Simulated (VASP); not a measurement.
# Ge (Fd-3m) in VASP: a series of runs

Aim: see how the results for Ge move with the level of theory and the settings. Levels: r2SCAN, PBE. Tasks: single point, relaxation of cell and atoms.

All numbers are computed with VASP 6.6.1; they aren't measurements. Logs are shortened: lines on timing, memory, paths and dates and some standing lists are left out, and cuts for length are marked.

## (1) The cell of the first run

Symmetry: Fd-3m, No. 227, cubic system. Conventional cell: a = 5.674 Å, b = 5.674 Å, c = 5.674 Å, α = 90.00°, β = 90.00°, γ = 90.00°. Ge (site symmetry -43m) has 4 Ge at 2.46 Å within 3.2 Å.

## (2) Single point, r2SCAN

POSCAR reads:

```
Ge
1.0
    0.0000000000      2.8368735121      2.8368735121
    2.8368735121      0.0000000000      2.8368735121
    2.8368735121      2.8368735121      0.0000000000
Ge
2
Direct
    0.0000000000      0.0000000000      0.0000000000
    0.2500000000      0.2500000000      0.2500000000
```

INCAR.step1 reads:

```
PREC = Accurate
ENCUT = 520
ISMEAR = -1
SIGMA = 0.02
LREAL = F
LASPH = T
NELM = 60
NBANDS = 21
GGA = PE
ALGO = Normal
EDIFF = 1E-4
LWAVE = T
LCHARG = F
```

INCAR.step2 reads:

```
PREC = Accurate
ENCUT = 520
EDIFF = 1E-6
ISMEAR = -1
SIGMA = 0.02
LREAL = F
LASPH = T
NELM = 60
ALGO = Normal
ISIF = 2
LWAVE = F
LCHARG = F
METAGGA = R2SCAN
LMIXTAU = T
NBANDS = 21
ISTART = 1
```

KPOINTS reads:

```
regular mesh
0
Gamma
  8 8 8
```

Potentials or basis: VASP PAW PBE potentials, release 64 (Ge_d).

Started as:

```sh
$ cat potpaw_PBE.64/Ge_d/POTCAR > POTCAR
$ cp INCAR.step1 INCAR
$ mpirun -np 1 vasp_std > vasp.out
$ cp INCAR.step2 INCAR
$ mpirun -np 1 vasp_std > vasp.out
```

OUTCAR:

```text
PREC = Accurate
   ENCUT = 520
   EDIFF = 1E-6
   ISMEAR = -1
   LREAL = F
   LASPH = T
   NELM = 60
   ISIF = 2
   METAGGA = R2SCAN
   ISTART = 1

 ion  position               nearest neighbor table
   1  0.000  0.000  0.000-   2 2.46   2 2.46   2 2.46   2 2.46
   2  0.250  0.250  0.250-   1 2.46   1 2.46   1 2.46   1 2.46

  LATTYP: Found a face centered cubic cell.
 ALAT       =     5.6737470242

  Lattice vectors:

 A1 = (   0.0000000000,   2.8368735121,   2.8368735121)
 A2 = (   2.8368735121,   0.0000000000,   2.8368735121)
 A3 = (   2.8368735121,   2.8368735121,   0.0000000000)

Analysis of symmetry for initial positions (statically):
=====================================================================
 Subroutine PRICEL returns:
 Original cell was already a primitive cell.

 Routine SETGRP: Setting up the symmetry group for a
 face centered cubic supercell.

 Subroutine GETGRP returns: Found 48 space group operations
 (whereof 24 operations were pure point group operations)
 out of a pool of 48 trial point group operations.

The static configuration has the point symmetry T_d .
 The point group associated with its full space group is O_h .

Analysis of symmetry for dynamics (positions and initial velocities):
=====================================================================
 Subroutine PRICEL returns:
 Original cell was already a primitive cell.

 Routine SETGRP: Setting up the symmetry group for a
 face centered cubic supercell.

 Subroutine GETGRP returns: Found 48 space group operations
 (whereof 24 operations were pure point group operations)
 out of a pool of 48 trial point group operations.

The dynamic configuration has the point symmetry T_d .
 The point group associated with its full space group is O_h .

 Subroutine INISYM returns: Found 48 space group operations
 (whereof 24 operations are pure point group operations),
 and found     1 'primitive' translations

----------------------------------------------------------------------------------------

                                     Primitive cell

  volume of cell :      45.6615

  direct lattice vectors                    reciprocal lattice vectors
     0.000000000  2.836873512  2.836873512    -0.176250368  0.176250368  0.176250368
     2.836873512  0.000000000  2.836873512     0.176250368 -0.176250368  0.176250368
     2.836873512  2.836873512  0.000000000     0.176250368  0.176250368 -0.176250368

  length of vectors
     4.011944996  4.011944996  4.011944996     0.305274592  0.305274592  0.305274592

  position of ions in fractional coordinates (direct lattice)
     0.000000000  0.000000000  0.000000000
     0.250000000  0.250000000  0.250000000

  ion indices of the primitive-cell ions
   primitive index   ion index
                 1           1
                 2           2

----------------------------------------------------------------------------------------

 KPOINTS: regular mesh

Automatic generation of k-mesh.
 Grid dimensions read from file:
 generate k-points for:    8    8    8

 Generating k-lattice:

  Cartesian coordinates                     Fractional coordinates (reciprocal lattice)
    -0.022031296  0.022031296  0.022031296     0.125000000  0.000000000  0.000000000
     0.022031296 -0.022031296  0.022031296     0.000000000  0.125000000  0.000000000
     0.022031296  0.022031296 -0.022031296     0.000000000  0.000000000  0.125000000

  Length of vectors
     0.038159324  0.038159324  0.038159324

  Shift w.r.t. Gamma in fractional coordinates (k-lattice)
     0.000000000  0.000000000  0.000000000

 Subroutine IBZKPT returns following result:
 ===========================================

 Found     29 irreducible k-points:

 Following reciprocal coordinates:
            Coordinates               Weight
  0.000000  0.000000  0.000000      1.000000
  0.125000  0.000000  0.000000      8.000000
  0.250000  0.000000  0.000000      8.000000
  0.375000  0.000000  0.000000      8.000000
  0.500000  0.000000  0.000000      4.000000
  0.125000  0.125000  0.000000      6.000000
[... 16 lines left out ...]
  0.500000  0.250000  0.125000     48.000000
 -0.375000  0.250000  0.125000     24.000000
 [... further k-points ...]
   k-points           NKPTS =     29   k-points in BZ     NKDIM =     29   number of bands    NBANDS=     21
   number of dos      NEDOS =    301   number of ions     NIONS =      2
   total plane-waves  NPLWV =  27000
   dimension x,y,z NGX =    30 NGY =   30 NGZ =   30
   dimension x,y,z NGXF=    60 NGYF=   60 NGZF=   60
   ions per type =               2
   NGX,Y,Z   is equivalent  to a cutoff of  12.43, 12.43, 12.43 a.u.
   NGXF,Y,Z  is equivalent  to a cutoff of  24.86, 24.86, 24.86 a.u.
 SYSTEM =  unknown system
   PREC   = accura    normal or accurate (medium, high low for compatibility)
   ISTART =      1    job   : 0-new  1-cont  2-samecut
   ICHARG =      0    charge: 1-file 2-atom 10-const
   ISPIN  =      1    spin polarized calculation?
   LNONCOLLINEAR =      F non collinear calculations
   LSORBIT =      F    spin-orbit coupling
   LASPH  =      T    aspherical Exc in radial PAW
   ENCUT  =  520.0 eV  38.22 Ry    6.18 a.u.   7.46  7.46  7.46*2*pi/ulx,y,z
   NELM   =     60;   NELMIN=  2; NELMDL=  0     # of ELM steps
   EDIFF  = 0.1E-05   stopping-criterion for ELM
   LREAL  =      F    real-space projection
   EDIFFG = 0.1E-04   stopping-criterion for IOM
   NSW    =      0    number of steps for IOM
   IBRION =     -1    ionic relax: 0-MD 1-quasi-New 2-CG
   NFREE  =      0    steps in history (QN), initial steepest desc. (CG)
   ISIF   =      2    stress and relaxation
   ISYM   =      2    0-nonsym 1-usesym 2-fastsym
   POTIM  = 0.5000    time-step for ionic-motion
   TEBEG  =    0.0;   TEEND  =   0.0 temperature during run
   PSTRESS=    0.0 pullay stress
   NELECT =      28.0000    total number of electrons
   NUPDOWN=      -1.0000    fix difference up-down
   EMIN   =  10.00;   EMAX   =-10.00  energy-range for DOS
   EFERMI =   0.00;   METHOD = LEGACY
   ISMEAR =    -1;   SIGMA  =   0.02  broadening in eV -4-tet -1-fermi 0-gaus
   EFERMI_NEDOS =   21; number of points for ismear=-14 and -15
   IALGO  =     38    algorithm
   IMIX   =      4    mixing-type and parameters
     AMIX     =   0.40;   BMIX     =  1.00
     AMIX_MAG =   1.60;   BMIX_MAG =  1.00
  volume/ion in A,a.u.               =      22.83       154.07
  Fermi-wavevector in a.u.,A,eV,Ry     =   1.390841  2.628309 26.319643  1.934439
  Thomas-Fermi vector in A             =   2.514738
   LORBIT       =      0    0 simple, 1 ext, 2 COOP (PROOUT), +10 PAW based schemes
   METAGGA = R2SCAN    functional components
   LHFCALC =     F    Hartree Fock is set to
   AEXX    =    0.0000 exact exchange contribution
   IVDW    =     0    specifies the selected vdW correction
   LEPSILON=     F    determine dielectric tensor
   LRPA    =     F    only Hartree local field effects (RPA)
 non-spin polarized calculation
  energy-cutoff  :      520.00
  volume of cell :       45.66
 maximum number of plane-waves:      1249
 NGX is ok and might be reduce to    30
   NGX = 15   NGY = 15   NGZ = 15

 number of electron      28.0000015 magnetization

 Free energy of the ion-electron system (eV)
  ---------------------------------------------------
  ext. energy  EPLUGINS =         0.00000000
  ---------------------------------------------------
  free energy    TOTEN  =       -27.73591207 eV

  energy without entropy =      -27.73591128  energy(sigma->0) =      -27.73591167

 E-fermi :   4.8920     XC(G=0): -10.7743

 val. band max:        4.7200846970   @ k =   0.0000   0.0000   0.0000
 cond. band min:       5.0428463362   @ k =   0.0000   0.0000   0.0000
 fundamental gap:      0.3227616392
 Fermi energy:         4.8920431481

 k-point     1 :       0.0000    0.0000    0.0000
  band No.  band energies     occupation
      1     -20.7629      2.00000
      2     -20.7629      2.00000
      3     -20.7629      2.00000
      4     -20.7242      2.00000
      5     -20.7242      2.00000
      6     -20.5112      2.00000
[... 13 lines left out ...]
     20      14.6334      0.00000
     21      14.6334      0.00000

 k-point     2 :       0.1250    0.0000    0.0000
  band No.  band energies     occupation
      1     -20.7711      2.00000
      2     -20.7710      2.00000
      3     -20.7603      2.00000
      4     -20.7125      2.00000
      5     -20.7125      2.00000
      6     -20.5214      2.00000
[... 13 lines left out ...]
     20      13.7623      0.00000
     21      13.7623      0.00000

 k-point     3 :       0.2500    0.0000    0.0000
  band No.  band energies     occupation
      1     -20.7813      2.00000
      2     -20.7813      2.00000
      3     -20.7541      2.00000
      4     -20.6948      2.00000
      5     -20.6948      2.00000
      6     -20.5342      2.00000
[... 13 lines left out ...]
     20      13.5156      0.00000
     21      13.5156      0.00000

 k-point     4 :       0.3750    0.0000    0.0000
  band No.  band energies     occupation
      1     -20.7865      2.00000
      2     -20.7865      2.00000
      3     -20.7478      2.00000
      4     -20.6841      2.00000
      5     -20.6841      2.00000
      6     -20.5406      2.00000
[... 13 lines left out ...]
     20      14.7386      0.00000
     21      14.7387      0.00000

 k-point     5 :       0.5000    0.0000    0.0000
  band No.  band energies     occupation
      1     -20.7877      2.00000
      2     -20.7877      2.00000
      3     -20.7451      2.00000
      4     -20.6812      2.00000
      5     -20.6812      2.00000
      6     -20.5417      2.00000
[... 13 lines left out ...]
     20      16.5080      0.00000
     21      16.5554      0.00000
[... 382 lines left out ...]
     20      16.9777      0.00000
     21      18.1861      0.00000

 k-point    22 :       0.3750    0.2500    0.1250
  band No.  band energies     occupation
      1     -20.7920      2.00000
      2     -20.7895      2.00000
      3     -20.7457      2.00000
      4     -20.6868      2.00000
      5     -20.6577      2.00000
      6     -20.5879      2.00000
[... 13 lines left out ...]
     20      15.4733      0.00000
     21      15.6757      0.00000

 k-point    23 :       0.5000    0.2500    0.1250
  band No.  band energies     occupation
      1     -20.8041      2.00000
      2     -20.7961      2.00000
      3     -20.7236      2.00000
      4     -20.6715      2.00000
      5     -20.6446      2.00000
      6     -20.5965      2.00000
[... 13 lines left out ...]
     20      14.9318      0.00000
     21      16.8983      0.00000

 k-point    24 :      -0.3750    0.2500    0.1250
  band No.  band energies     occupation
      1     -20.8094      2.00000
      2     -20.7974      2.00000
      3     -20.7135      2.00000
      4     -20.6603      2.00000
      5     -20.6460      2.00000
      6     -20.5913      2.00000
[... 13 lines left out ...]
     20      16.3177      0.00000
     21      16.8115      0.00000

 [... further k-points ...]
[... 5 lines left out ...]
  --------------------------------------------------------------------------------------
  -------------------------------------------------------------------------------------
  Total        0.0106988      0.0106988      0.0106988      0.0000000      0.0000000     -0.0000000
  in kB        0.3754015      0.3754015      0.3754015      0.0000000      0.0000000     -0.0000000
  external PRESSURE =       0.3754015 kB  Pullay stress =       0.0000000 kB

 VOLUME and BASIS-vectors are now :
 -----------------------------------------------------------------------------
  energy-cutoff  :      520.00
  volume of cell :       45.66
      direct lattice vectors                 reciprocal lattice vectors
     0.000000000  2.836873512  2.836873512    -0.176250368  0.176250368  0.176250368
     2.836873512  0.000000000  2.836873512     0.176250368 -0.176250368  0.176250368
     2.836873512  2.836873512  0.000000000     0.176250368  0.176250368 -0.176250368

 POSITION                                       TOTAL-FORCE (eV/Angst)
 -----------------------------------------------------------------------------------
      0.00000      0.00000      0.00000         0.000000      0.000000      0.000000
      1.41844      1.41844      1.41844        -0.000000     -0.000000     -0.000000
 -----------------------------------------------------------------------------------
    total drift:                                0.000000      0.000000      0.000000

  FREE ENERGIE OF THE ION-ELECTRON SYSTEM (eV)
  ---------------------------------------------------
  free  energy   TOTEN  =       -27.7359120690 eV

  energy  without entropy=      -27.7359112788  energy(sigma->0) =      -27.73591167
```

Run time: 1.7 min. Hardware: 1 thread of AMD EPYC 7R43 (Zen 3), shared host; peak memory 0.14 GiB.

What came out:

| Item | Value |
| --- | --- |
| Free energy | -27.7359 eV |
| Pressure | 0.0 GPa |
| Band gap on the k mesh | 0.32 eV, direct |

Caveat: the PAW data sets were made with another functional, which shifts forces and pressure a little.

(Continued in part 2 of 2.)
